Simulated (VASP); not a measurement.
Set up this calculation in VASP 6.6.1, as the native input.

- Task: relaxation of cell and atoms
- Functional: r2SCAN
- Potentials or basis: VASP PAW PBE potentials, release 64 (Ta_pv)
- Cutoff: 600 eV
- k mesh: 21 × 21 × 12
- Occupations: gaussian, width 0.1 eV
- Spin: no spin polarisation
- Dipole correction: no
- Further INCAR settings: ALGO = Normal; EDIFF = 1e-06; IBRION = 2; EDIFFG = -0.01; NSW = 100; ISIF = 3

Crystal: Ta.

```
CELL_PARAMETERS angstrom
2.88704 0.00000 0.00000
-1.44352 2.50025 0.00000
0.00000 0.00000 5.11136
ATOMIC_POSITIONS crystal
Ta 0.33333 0.66667 0.25000
Ta 0.66667 0.33333 0.75000
```

This isn't the form of Ta at room conditions, which is bcc.

These files were run (other wordings do the same):

POSCAR

```
Ta
1.0
    2.8870442718      0.0000000000      0.0000000000
   -1.4435221359      2.5002536813      0.0000000000
    0.0000000000      0.0000000000      5.1113577896
Ta
2
Direct
    0.3333333333      0.6666666667      0.2500000000
    0.6666666667      0.3333333333      0.7500000000
```

INCAR.step1

```
PREC     = Accurate       # precision mode
ENCUT    = 600            # plane-wave cutoff, eV
ISMEAR   = 0              # smearing method
SIGMA    = 0.1            # smearing width, eV
LREAL    = False          # projectors in reciprocal space
LASPH    = True           # aspherical terms in the spheres
NELM     = 100            # most SCF steps
GGA      = PE             # functional
ALGO     = Normal         # electronic algorithm
EDIFF    = 1E-4           # SCF threshold, eV
LWAVE    = True           # write WAVECAR
LCHARG   = False          # write CHGCAR
```

INCAR.step2

```
PREC     = Accurate       # precision mode
ENCUT    = 600            # plane-wave cutoff, eV
EDIFF    = 1E-6           # SCF threshold, eV
ISMEAR   = 0              # smearing method
SIGMA    = 0.1            # smearing width, eV
LREAL    = False          # projectors in reciprocal space
LASPH    = True           # aspherical terms in the spheres
NELM     = 100            # most SCF steps
ALGO     = Normal         # electronic algorithm
ISIF     = 3              # what is computed and relaxed
LWAVE    = False          # write WAVECAR
LCHARG   = False          # write CHGCAR
METAGGA  = R2SCAN         # meta-GGA
LMIXTAU  = True         
IBRION   = 2              # ionic algorithm
NSW      = 100            # ionic steps
EDIFFG   = -0.01          # ionic threshold
ISTART   = 1
```

KPOINTS

```
Automatic mesh
0
Gamma
  21 21 12
```

Potentials or basis: VASP PAW PBE potentials, release 64 (Ta_pv).

The run is started by

```console
$ cat potpaw_PBE.64/Ta_pv/POTCAR > POTCAR
$ cp INCAR.step1 INCAR
$ mpirun -np 1 vasp_std > vasp.out
$ cp INCAR.step2 INCAR
$ mpirun -np 1 vasp_std > vasp.out
```

It gave:

The relaxed volume is 18.54 Å³/atom, the relaxed cell is a = 2.890 Å, b = 2.890 Å, c = 5.127 Å, α = 90.00°, β = 90.00°, γ = 120.00° and the space group after relaxing (to 0.1 Å) is P6_3/mmc (No. 194). The energy gained by relaxing is 0.3 meV/atom. The ionic steps are 7. The pressure after relaxing is 0.0 GPa and the band gap on the k mesh is zero (bands 11 and 12 overlap by 2.20 eV).

Caveat: the PAW data sets were made with another functional, which shifts forces and pressure a little; spin-orbit coupling is left out, which moves the levels of the heavy elements.

Run time: 88 min on 1 thread of Oxide Virtual Turin-like Processor, on a shared host, peak memory 0.31 GiB.
